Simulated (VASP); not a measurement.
Wanted: the native input for a VASP 6.6.1 run.

```
Task                   : single point
Functional             : PBE
Potentials or basis    : VASP PAW PBE potentials, release 64 (Zr_sv, H)
Cutoff                 : 520 eV
k mesh                 : 6 × 6 × 2
Occupations            : gaussian, width 0.2 eV
Spin                   : no spin polarisation
Dipole correction      : no
Further INCAR settings : ALGO = Normal; EDIFF = 1e-07; NBANDS = 38
```

The structure of Zr2H3 lies in POSCAR:

```
Zr2H3
1.0
    3.3135219492     -0.0061604713      0.2507822228
   -1.6650170525      2.8807337970     -0.0005804104
    0.7647416321      0.4543782268     11.5228329080
Zr H
4 6
Direct
    0.2431650028      0.6720138145      0.3869369485
    0.5878536351      0.8435121178      0.8685202824
    0.7489459699      0.4242970743      0.1251718023
    0.4269637460      0.2637835176      0.6111197648
    0.3678521087      0.7338354128      0.1982594449
    0.2978094435      1.1986690931      0.8035324994
    1.1178177692      0.1089182468      0.0697615069
    0.8735115445      0.4862070531      0.9395900490
    0.6259944802      0.3633871103      0.3109246562
    0.7100863002      0.9053765597      0.6861830455
```

One way to write it, as run:

INCAR

```
  PREC = Accurate
  ENCUT = 520
  EDIFF = 1E-7
  ISMEAR = 0
  SIGMA = 0.2
  LREAL = F
  LASPH = T
  NELM = 100
  ALGO = Normal
  ISIF = 2
  LWAVE = F
  LCHARG = F
  GGA = PE
  NBANDS = 38
```

KPOINTS

```
Automatic mesh
0
Gamma
  6 6 2
```

Potentials or basis: VASP PAW PBE potentials, release 64 (Zr_sv, H).

The run is started by

```bash
$ cat potpaw_PBE.64/Zr_sv/POTCAR potpaw_PBE.64/H/POTCAR > POTCAR
$ mpirun -np 1 vasp_std > vasp.out
```

Results of the run:

```
Pressure               : -0.1 GPa
Largest force          : 0.005 eV/Å
Band gap on the k mesh : zero (bands 27 and 28 overlap by 0.84 eV)
```

Caveat: the k points lie up to 0.36 Å⁻¹ apart, too coarse for converged energies and pressures of a metal.

Wall time 6.1 min on 1 thread of Intel(R) Xeon(R) Platinum 8375C CPU @ 2.90GHz (Ice Lake), on a shared host, peak memory 0.32 GiB.
